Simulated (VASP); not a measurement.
Set up this calculation in VASP 6.6.1, as the native input.

- Task: single point
- Functional: revPBE
- Dispersion: D3(BJ)
- Potentials or basis: VASP PAW PBE potentials, release 64 (In_d)
- Cutoff: 520 eV
- k mesh: 9 × 9 × 5
- Occupations: fermi-dirac, width 0.05 eV
- Spin: no spin polarisation
- Dipole correction: no
- Further INCAR settings: ALGO = Normal; EDIFF = 1e-06; NBANDS = 20

The structure of In lies in POSCAR:

```
In
1.0
    3.3160365845      0.0000000000      0.0000000000
   -1.6580182922      2.8717719220      0.0000000000
    0.0000000000      0.0000000000      5.4092075073
In
2
Direct
    0.6666666667      0.3333333333      0.7500000000
    0.3333333333      0.6666666667      0.2500000000
```

This isn't the form of In at room conditions, which is tetragonal.

One way to write it, as run:

INCAR

```
ALGO     = Normal         # electronic algorithm
EDIFF    = 1E-6           # SCF threshold, eV
ENCUT    = 520            # plane-wave cutoff, eV
GGA      = RE             # functional
ISIF     = 2              # what is computed and relaxed
ISMEAR   = -1             # smearing method
IVDW     = 12             # dispersion correction
LASPH    = True           # aspherical terms in the spheres
LCHARG   = False          # write CHGCAR
LREAL    = False          # projectors in reciprocal space
LWAVE    = False          # write WAVECAR
NBANDS   = 20             # bands
NELM     = 60             # most SCF steps
PREC     = Accurate       # precision mode
SIGMA    = 0.05           # smearing width, eV
```

KPOINTS

```
k-points
0
Gamma
  9 9 5
```

Potentials or basis: VASP PAW PBE potentials, release 64 (In_d).

Run with:

```sh
$ cat potpaw_PBE.64/In_d/POTCAR > POTCAR
$ mpirun -np 1 vasp_std > vasp.out
```

It gave:

```json
{"Pressure": "0.0 GPa", "Band gap on the k mesh": "zero (bands 13 and 14 overlap by 4.27 eV)", "Dispersion energy per atom": "-0.622 eV"}
```

Caveat: the PAW data sets were made with another functional, which shifts forces and pressure a little; spin-orbit coupling is left out, which moves the levels of the heavy elements.

It took 28 s on 1 thread of AMD EPYC 7R43 64-Core Processor (Zen 3), on a shared host, peak memory 0.17 GiB.
